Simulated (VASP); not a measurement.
# KSbIr2O6 (Fm-3m) in VASP: single point with r2SCAN

Aim: the single point of KSbIr2O6 with r2SCAN.

Everything below comes from runs of VASP 6.6.1. Logs are shortened: lines on timing, memory, paths and dates and some standing lists are left out, and cuts for length are marked.

### Step 1. The cell of the first run

It takes space group Fm-3m (No. 225, cubic). Conventional cell: a = 7.834 Å, b = 7.834 Å, c = 7.834 Å, α = 90.00°, β = 90.00°, γ = 90.00°. K (site symmetry m-3m) has 6 O at 2.08 Å within 2.7 Å. Within 2.4 Å of Sb (site symmetry m-3m) lie 6 O at 1.84 Å. O (site symmetry 4mm) has 1 Sb at 1.84 Å and 1 K at 2.08 Å within 2.4 Å. Ir (site symmetry -43m) has 12 O at 2.77 Å and 4 K at 3.39 Å and 4 Sb at 3.39 Å within 3.7 Å.

### Step 2. Single point, r2SCAN

Contents of POSCAR:

```
KSbIr2O6
1.0
    0.0000000000      3.9167790400      3.9167790400
    3.9167790400      0.0000000000      3.9167790400
    3.9167790400      3.9167790400      0.0000000000
K Sb O Ir
1 1 6 2
Direct
    0.5000000000      0.5000000000      0.5000000000
    0.0000000000      0.0000000000      0.0000000000
    0.7650000000      0.2350000000      0.2350000000
    0.2350000000      0.7650000000      0.2350000000
    0.2350000000      0.7650000000      0.7650000000
    0.7650000000      0.2350000000      0.7650000000
    0.2350000000      0.2350000000      0.7650000000
    0.7650000000      0.7650000000      0.2350000000
    0.2500000000      0.2500000000      0.2500000000
    0.7500000000      0.7500000000      0.7500000000
```

Contents of INCAR.step1:

```
SYSTEM = KSbIr2O6
PREC     = Accurate       ! precision mode
ENCUT    = 520            ! plane-wave cutoff, eV
ISMEAR   = 0              ! smearing method
SIGMA    = 0.0369         ! smearing width, eV
LREAL    = .FALSE.        ! projectors in reciprocal space
LASPH    = .TRUE.         ! aspherical terms in the spheres
NELM     = 100            ! most SCF steps
NBANDS   = 45             ! bands
GGA      = PE             ! functional
ALGO     = Normal         ! electronic algorithm
EDIFF    = 1E-4           ! SCF threshold, eV
LWAVE    = .TRUE.         ! write WAVECAR
LCHARG   = .FALSE.        ! write CHGCAR
```

Contents of INCAR.step2:

```
SYSTEM = KSbIr2O6
PREC     = Accurate       ! precision mode
ENCUT    = 520            ! plane-wave cutoff, eV
EDIFF    = 1E-6           ! SCF threshold, eV
ISMEAR   = 0              ! smearing method
SIGMA    = 0.0369         ! smearing width, eV
LREAL    = .FALSE.        ! projectors in reciprocal space
LASPH    = .TRUE.         ! aspherical terms in the spheres
NELM     = 100            ! most SCF steps
ALGO     = Normal         ! electronic algorithm
ISIF     = 2              ! what is computed and relaxed
LWAVE    = .FALSE.        ! write WAVECAR
LCHARG   = .FALSE.        ! write CHGCAR
METAGGA  = R2SCAN         ! meta-GGA
LMIXTAU  = .TRUE.       
NBANDS   = 45             ! bands
ISTART   = 1
```

Contents of KPOINTS:

```
regular mesh
0
G
  8 8 8
  0 0 0
```

Potentials or basis: VASP PAW PBE potentials, release 64 (K_sv, Sb, O, Ir).

Launch:

```bash
$ cat potpaw_PBE.64/K_sv/POTCAR potpaw_PBE.64/Sb/POTCAR potpaw_PBE.64/O/POTCAR potpaw_PBE.64/Ir/POTCAR > POTCAR
$ cp INCAR.step1 INCAR
$ mpirun -np 1 vasp_std > vasp.out
$ cp INCAR.step2 INCAR
$ mpirun -np 1 vasp_std > vasp.out
```

OUTCAR:

```text
SYSTEM = KSbIr2O6
   PREC = Accurate
   ENCUT = 520
   EDIFF = 1E-6
   ISMEAR = 0
   LREAL = .FALSE.
   LASPH = .TRUE.
   NELM = 100
   ISIF = 2
   METAGGA = R2SCAN
   ISTART = 1

 ion  position               nearest neighbor table
   1  0.500  0.500  0.500-   3 2.08   4 2.08   5 2.08   6 2.08   7 2.08   8 2.08   9 3.39   9 3.39
                             9 3.39   9 3.39  10 3.39  10 3.39  10 3.39  10 3.39
   2  0.000  0.000  0.000-   3 1.84   4 1.84   5 1.84   6 1.84   7 1.84   8 1.84  10 3.39  10 3.39
                            10 3.39   9 3.39  10 3.39   9 3.39   9 3.39   9 3.39
   3  0.765  0.235  0.235-   2 1.84   1 2.08
   4  0.235  0.765  0.235-   2 1.84   1 2.08
   5  0.235  0.765  0.765-   2 1.84   1 2.08
   6  0.765  0.235  0.765-   2 1.84   1 2.08
   7  0.235  0.235  0.765-   2 1.84   1 2.08
   8  0.765  0.765  0.235-   2 1.84   1 2.08
   9  0.250  0.250  0.250-   2 3.39   2 3.39   2 3.39   1 3.39   2 3.39   1 3.39   1 3.39   1 3.39

  10  0.750  0.750  0.750-   1 3.39   1 3.39   1 3.39   1 3.39   2 3.39   2 3.39   2 3.39   2 3.39

  LATTYP: Found a face centered cubic cell.
 ALAT       =     7.8335580800

  Lattice vectors:

 A1 = (   0.0000000000,   3.9167790400,   3.9167790400)
 A2 = (   3.9167790400,   0.0000000000,   3.9167790400)
 A3 = (   3.9167790400,   3.9167790400,   0.0000000000)

Analysis of symmetry for initial positions (statically):
=====================================================================
 Subroutine PRICEL returns:
 Original cell was already a primitive cell.

 Routine SETGRP: Setting up the symmetry group for a
 face centered cubic supercell.

 Subroutine GETGRP returns: Found 48 space group operations
 (whereof 48 operations were pure point group operations)
 out of a pool of 48 trial point group operations.

The static configuration has the point symmetry O_h .

Analysis of symmetry for dynamics (positions and initial velocities):
=====================================================================
 Subroutine PRICEL returns:
 Original cell was already a primitive cell.

 Routine SETGRP: Setting up the symmetry group for a
 face centered cubic supercell.

 Subroutine GETGRP returns: Found 48 space group operations
 (whereof 48 operations were pure point group operations)
 out of a pool of 48 trial point group operations.

The dynamic configuration has the point symmetry O_h .

 Subroutine INISYM returns: Found 48 space group operations
 (whereof 48 operations are pure point group operations),
 and found     1 'primitive' translations

----------------------------------------------------------------------------------------

                                     Primitive cell

  volume of cell :     120.1759

  direct lattice vectors                    reciprocal lattice vectors
     0.000000000  3.916779040  3.916779040    -0.127655912  0.127655912  0.127655912
     3.916779040  0.000000000  3.916779040     0.127655912 -0.127655912  0.127655912
     3.916779040  3.916779040  0.000000000     0.127655912  0.127655912 -0.127655912

  length of vectors
     5.539162039  5.539162039  5.539162039     0.221106525  0.221106525  0.221106525

  position of ions in fractional coordinates (direct lattice)
     0.500000000  0.500000000  0.500000000
     0.000000000  0.000000000  0.000000000
     0.765000000  0.235000000  0.235000000
     0.235000000  0.765000000  0.235000000
     0.235000000  0.765000000  0.765000000
     0.765000000  0.235000000  0.765000000
     0.235000000  0.235000000  0.765000000
     0.765000000  0.765000000  0.235000000
     0.250000000  0.250000000  0.250000000
     0.750000000  0.750000000  0.750000000

  ion indices of the primitive-cell ions
   primitive index   ion index
                 1           1
                 2           2
                 3           3
                 4           4
                 5           5
                 6           6
                 7           7
                 8           8
                 9           9
                10          10

----------------------------------------------------------------------------------------

 KPOINTS: regular mesh

Automatic generation of k-mesh.
 Grid dimensions read from file:
 generate k-points for:    8    8    8

 Generating k-lattice:

  Cartesian coordinates                     Fractional coordinates (reciprocal lattice)
    -0.015956989  0.015956989  0.015956989     0.125000000  0.000000000  0.000000000
     0.015956989 -0.015956989  0.015956989     0.000000000  0.125000000  0.000000000
     0.015956989  0.015956989 -0.015956989     0.000000000  0.000000000  0.125000000

  Length of vectors
     0.027638316  0.027638316  0.027638316

  Shift w.r.t. Gamma in fractional coordinates (k-lattice)
     0.000000000  0.000000000  0.000000000

 Subroutine IBZKPT returns following result:
 ===========================================

 Found     29 irreducible k-points:

 Following reciprocal coordinates:
            Coordinates               Weight
  0.000000  0.000000  0.000000      1.000000
  0.125000  0.000000  0.000000      8.000000
  0.250000  0.000000  0.000000      8.000000
  0.375000  0.000000  0.000000      8.000000
  0.500000  0.000000  0.000000      4.000000
  0.125000  0.125000  0.000000      6.000000
[... 16 lines left out ...]
  0.500000  0.250000  0.125000     48.000000
 -0.375000  0.250000  0.125000     24.000000
 [... further k-points ...]
   k-points           NKPTS =     29   k-points in BZ     NKDIM =     29   number of bands    NBANDS=     45
   number of dos      NEDOS =    301   number of ions     NIONS =     10
   total plane-waves  NPLWV =  74088
   dimension x,y,z NGX =    42 NGY =   42 NGZ =   42
   dimension x,y,z NGXF=    84 NGYF=   84 NGZF=   84
   ions per type =               1   1   6   2
   NGX,Y,Z   is equivalent  to a cutoff of  12.61, 12.61, 12.61 a.u.
   NGXF,Y,Z  is equivalent  to a cutoff of  25.21, 25.21, 25.21 a.u.
 SYSTEM =  KSbIr2O6
   PREC   = accura    normal or accurate (medium, high low for compatibility)
   ISTART =      1    job   : 0-new  1-cont  2-samecut
   ICHARG =      0    charge: 1-file 2-atom 10-const
   ISPIN  =      1    spin polarized calculation?
   LNONCOLLINEAR =      F non collinear calculations
   LSORBIT =      F    spin-orbit coupling
   LASPH  =      T    aspherical Exc in radial PAW
   ENCUT  =  520.0 eV  38.22 Ry    6.18 a.u.  10.30 10.30 10.30*2*pi/ulx,y,z
   NELM   =    100;   NELMIN=  2; NELMDL=  0     # of ELM steps
   EDIFF  = 0.1E-05   stopping-criterion for ELM
   LREAL  =      F    real-space projection
   EDIFFG = 0.1E-04   stopping-criterion for IOM
   NSW    =      0    number of steps for IOM
   IBRION =     -1    ionic relax: 0-MD 1-quasi-New 2-CG
   NFREE  =      0    steps in history (QN), initial steepest desc. (CG)
   ISIF   =      2    stress and relaxation
   ISYM   =      2    0-nonsym 1-usesym 2-fastsym
   POTIM  = 0.5000    time-step for ionic-motion
   TEBEG  =    0.0;   TEEND  =   0.0 temperature during run
   PSTRESS=    0.0 pullay stress
   NELECT =      68.0000    total number of electrons
   NUPDOWN=      -1.0000    fix difference up-down
   EMIN   =  10.00;   EMAX   =-10.00  energy-range for DOS
   EFERMI =   0.00;   METHOD = LEGACY
   ISMEAR =     0;   SIGMA  =   0.04  broadening in eV -4-tet -1-fermi 0-gaus
   EFERMI_NEDOS =   21; number of points for ismear=-14 and -15
   IALGO  =     38    algorithm
   IMIX   =      4    mixing-type and parameters
     AMIX     =   0.40;   BMIX     =  1.00
     AMIX_MAG =   1.60;   BMIX_MAG =  1.00
  volume/ion in A,a.u.               =      12.02        81.10
  Fermi-wavevector in a.u.,A,eV,Ry     =   1.354063  2.558807 24.946084  1.833485
  Thomas-Fermi vector in A             =   2.481266
   LORBIT       =      0    0 simple, 1 ext, 2 COOP (PROOUT), +10 PAW based schemes
   METAGGA = R2SCAN    functional components
   LHFCALC =     F    Hartree Fock is set to
   AEXX    =    0.0000 exact exchange contribution
   IVDW    =     0    specifies the selected vdW correction
   LEPSILON=     F    determine dielectric tensor
   LRPA    =     F    only Hartree local field effects (RPA)
 non-spin polarized calculation
 Gauss-broadening in eV      SIGMA  =   0.04
  energy-cutoff  :      520.00
  volume of cell :      120.18
 maximum number of plane-waves:      3287
 NGX is ok and might be reduce to    42
   NGX = 21   NGY = 21   NGZ = 21

 number of electron      68.0000000 magnetization

 Free energy of the ion-electron system (eV)
  ---------------------------------------------------
  ext. energy  EPLUGINS =         0.00000000
  ---------------------------------------------------
  free energy    TOTEN  =      -162.84012048 eV

  energy without entropy =     -162.83206750  energy(sigma->0) =     -162.83609399

 E-fermi :   4.0737     XC(G=0): -12.1938

 val. band max:        4.0722140054   @ k =  -0.2500   0.3750   0.1250
 cond. band min:       4.0895000173   @ k =   0.5000   0.3750   0.1250
 fundamental gap:      0.0172860119
 Fermi energy:         4.0737284053

 k-point     1 :       0.0000    0.0000    0.0000
  band No.  band energies     occupation
      1     -22.2149      2.00000
      2     -16.6950      2.00000
      3     -15.1210      2.00000
      4     -15.1210      2.00000
      5     -15.1210      2.00000
      6     -13.6606      2.00000
[... 37 lines left out ...]
     44      14.4228      0.00000
     45      16.9346      0.00000

 k-point     2 :       0.1250    0.0000    0.0000
  band No.  band energies     occupation
      1     -22.2111      2.00000
      2     -16.7359      2.00000
      3     -15.0942      2.00000
      4     -15.0942      2.00000
      5     -15.0652      2.00000
      6     -13.7042      2.00000
[... 1048 lines left out ...]
 k-point    24 :      -0.3750    0.2500    0.1250
  band No.  band energies     occupation
      1     -22.1850      2.00000
      2     -16.8843      2.00000
      3     -15.0393      2.00000
      4     -15.0323      2.00000
      5     -14.8478      2.00000
      6     -13.9265      2.00000
[... 37 lines left out ...]
     44      13.7605      0.00000
     45      14.0408      0.00000

 [... further k-points ...]

------------------------ aborting loop because EDIFF is reached ----------------------------------------

  FORCE on cell =-STRESS in cart. coord.  units (eV):
  Direction    XX          YY          ZZ          XY          YZ          ZX
  --------------------------------------------------------------------------------------
  -------------------------------------------------------------------------------------
  Total       23.4424663     23.4424663     23.4424663      0.0000000     -0.0000000      0.0000000
  in kB      312.5335687    312.5335687    312.5335687      0.0000000     -0.0000000      0.0000000
  external PRESSURE =     312.5335687 kB  Pullay stress =       0.0000000 kB

 VOLUME and BASIS-vectors are now :
 -----------------------------------------------------------------------------
  energy-cutoff  :      520.00
  volume of cell :      120.18
      direct lattice vectors                 reciprocal lattice vectors
     0.000000000  3.916779040  3.916779040    -0.127655912  0.127655912  0.127655912
     3.916779040  0.000000000  3.916779040     0.127655912 -0.127655912  0.127655912
     3.916779040  3.916779040  0.000000000     0.127655912  0.127655912 -0.127655912

 POSITION                                       TOTAL-FORCE (eV/Angst)
 -----------------------------------------------------------------------------------
      3.91678      3.91678      3.91678        -0.000000      0.000000     -0.000000
      0.00000      0.00000      0.00000        -0.000000      0.000000     -0.000000
      1.84089      3.91678      3.91678         0.911321      0.000000     -0.000000
      3.91678      1.84089      3.91678        -0.000000      0.911321     -0.000000
      5.99267      3.91678      3.91678        -0.911321      0.000000     -0.000000
      3.91678      5.99267      3.91678        -0.000000     -0.911321     -0.000000
      3.91678      3.91678      1.84089        -0.000000      0.000000      0.911321
      3.91678      3.91678      5.99267        -0.000000      0.000000     -0.911321
      1.95839      1.95839      1.95839        -0.000000      0.000000     -0.000000
      5.87517      5.87517      5.87517        -0.000000      0.000000      0.000000
 -----------------------------------------------------------------------------------
    total drift:                               -0.000000     -0.000000      0.000000

  FREE ENERGIE OF THE ION-ELECTRON SYSTEM (eV)
  ---------------------------------------------------
  free  energy   TOTEN  =      -162.8401204798 eV

  energy  without entropy=     -162.8320675049  energy(sigma->0) =     -162.83609399
```

Wall time 13 min (1 thread of AMD EPYC 7R13 (Zen 3), shared host); peak memory 0.35 GiB.

What came out:

- Free energy: -162.8401 eV
- Pressure: 31.3 GPa
- Largest force: 0.911 eV/Å
- Band gap on the k mesh: zero (bands 34 and 35 overlap by 1.04 eV)

Forces on the atoms (eV/Å):
```
K    0.000  0.000  0.000
Sb   0.000  0.000  0.000
O    0.911  0.000  0.000
O    0.000  0.911  0.000
O   -0.911  0.000  0.000
O    0.000 -0.911  0.000
O    0.000  0.000  0.911
O    0.000  0.000 -0.911
Ir   0.000  0.000  0.000
Ir   0.000  0.000  0.000
```

Caveat: the cell stands under pressure; the PAW data sets were made with another functional, which shifts forces and pressure a little; spin-orbit coupling is left out, which moves the levels of the heavy elements.
